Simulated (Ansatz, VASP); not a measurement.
Two plane-wave programs on Na2F

INCAR

```
ALGO = Normal ; EDIFF = 1E-7
EDIFFG = -0.01 ; ENCUT = 600
GGA = PE ; IBRION = 2
ISIF = 3 ; ISMEAR = 0
IVDW = 12 ; LASPH = True
LCHARG = False ; LREAL = False
LWAVE = False ; NELM = 100
NSW = 100 ; PREC = Accurate
SIGMA = 0.1
```

File KPOINTS:

```
k-points
0
Gamma
  18 18 8
```

The input POSCAR:

```
Na2F
1.0
    3.3491591035      0.0000000000      0.0000000000
   -1.6745795517      2.9004568649      0.0000000000
    0.0000000000      0.0000000000      5.8486753770
Na F
2 1
Direct
    0.6666666667      0.3333333333      0.2323118279
    0.3333333333      0.6666666667      0.7676881721
    0.0000000000      0.0000000000      0.0000000000
```

Input for Ansatz:

```yaml
crystal:
  lattice:
    - [3.3491591035, 0.0, 0.0]
    - [-1.6745795517, 2.9004568649, 0.0]
    - [0.0, 0.0, 5.848675377]
  atoms:
    - { symbol: Na, position: [0.6666666667, 0.3333333333, 0.2323118279] }
    - { symbol: Na, position: [0.3333333333, 0.6666666667, 0.7676881721] }
    - { symbol: F, position: [0.0, 0.0, 0.0] }
basis:
  ecutwfc: 420
kpoints:
  mp_grid: { grid: [18, 18, 8] }
hamiltonian:
  xc: pbe
  dispersion: d3bj
scf:
  occupations: { method: gaussian, width: 0.1 }
output:
  forces: true
  stress: true
  eigenvalues: true
  write_density: true
  write_potential: true
  elf: true
  volumetric_format: npy
relax:
  adjacent_minimum: "off"
  f_tol: 0.01
  max_steps: 80
  cell: { stress_tol: 0.05 }
```

Alike in both runs: task relaxation of cell and atoms; functional PBE; dispersion D3(BJ); k mesh 18 × 18 × 8; occupations gaussian, width 0.1 eV; no spin polarisation.

|  | VASP | Ansatz |
| --- | --- | --- |
| version | VASP 6.6.1 | Ansatz 0.2.0 |
| potentials or method | VASP PAW PBE potentials, release 64 (Na_pv, F), cutoff 600 eV | scalar-relativistic, plane waves, PAW |
| valence electrons in the cell | 21 | 25 |

Ansatz gave:

```
gap on the k mesh at the Fermi level, each at its own relaxed structure (eV) : none
relaxed volume (Å³/atom)                                                     : 18.94
relaxed length of the cell vector where the two differ most in proportion (Å)              : 3.352
```

Task: Estimate VASP's values.

Result: gap on the k mesh at the Fermi level, each at its own relaxed structure (eV): none; relaxed volume (Å³/atom): 18.90; relaxed length of the cell vector where the two differ most in proportion (Å): 3.350.

A gap of «none» marks a metal or a gap that the smearing closes. VASP's potentials hold 21 valence electrons a cell and Ansatz's 25, so a difference there can come from the potentials and not from the codes.
